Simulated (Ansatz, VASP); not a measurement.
**AlN: VASP beside Ansatz**

```
Al N
1.0
    -0.03956    1.95822    1.95822
     1.95822   -0.03956    1.95822
     1.95822    1.95822   -0.03956
Al N
1 1
Direct
  0.00000 0.00000 0.00000
  0.50000 0.50000 0.50000
```

Change from the starting cell: equal xy, yz and zx shear strains of -2 %, crystal datasets.

Alike in both runs: task electric field gradients; functional LDA; k mesh 10 × 10 × 10; occupations fermi-dirac, width 0.02 eV; no spin polarisation.

|  | VASP | Ansatz |
| --- | --- | --- |
| version | VASP 6.6.1 | Ansatz 0.2.0 |
| potentials or method | VASP PAW LDA potentials, release 64 (Al, N), cutoff 520 eV | all-electron PAW with datasets made for the crystal, scalar-relativistic |

Ansatz gave:

- gap on the k mesh at the Fermi level (eV): 4.47
- pressure (GPa): 12.6
- traceless stress, the component that is largest in VASP (GPa): 6.70
- size of Vzz on the site where it differs most (V/Å²): 1.5

**Question.** What did VASP give for the same quantities?

**Answer.** gap on the k mesh at the Fermi level (eV): 4.46; pressure (GPa): 13.4; traceless stress, the component that is largest in VASP (GPa): 6.70; size of Vzz on the site where it differs most (V/Å²): 0.6.

LDA's correlation is that of Perdew and Zunger in VASP and of Perdew and Wang (1992) in Ansatz. Ansatz ran all-electron here, and VASP with PAW potentials.
